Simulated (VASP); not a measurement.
PbS, 2 atoms in the cell. Symmetry: R3m, No. 160, trigonal system. Conventional cell: a = 4.201 Å, b = 4.201 Å, c = 10.291 Å, α = 90.00°, β = 90.00°, γ = 120.00°. Within 3.9 Å of Pb (site symmetry 3m) lie 6 S at 2.97 Å. S (site symmetry 3m) has 6 Pb at 2.97 Å within 3.9 Å. 

- Program: VASP 6.6.1
- Task: single point
- Functional: r2SCAN
- Potentials or basis: VASP PAW PBE potentials, release 64 (Pb_d, S)
- Cutoff: 520 eV
- k mesh: 8 × 8 × 8
- Occupations: gaussian, width 0.01 eV
- Spin: no spin polarisation
- Dipole correction: no
- Further INCAR settings: ALGO = Normal; EDIFF = 1e-06; NBANDS = 17

Potentials or basis: VASP PAW PBE potentials, release 64 (Pb_d, S).

Launch:

```bash
$ cat potpaw_PBE.64/Pb_d/POTCAR potpaw_PBE.64/S/POTCAR > POTCAR
$ cp INCAR.step1 INCAR
$ mpirun -np 1 vasp_std > vasp.out
$ cp INCAR.step2 INCAR
$ mpirun -np 1 vasp_std > vasp.out
```

Hardware: 1 thread of Intel Xeon 8259CL, on a shared host.

Problem. How long does it take, and how much memory?

Solution. Run time: 4.7 min on 1 thread of Intel Xeon 8259CL (shared host), peak memory 0.22 GiB. Counts: k points 65.
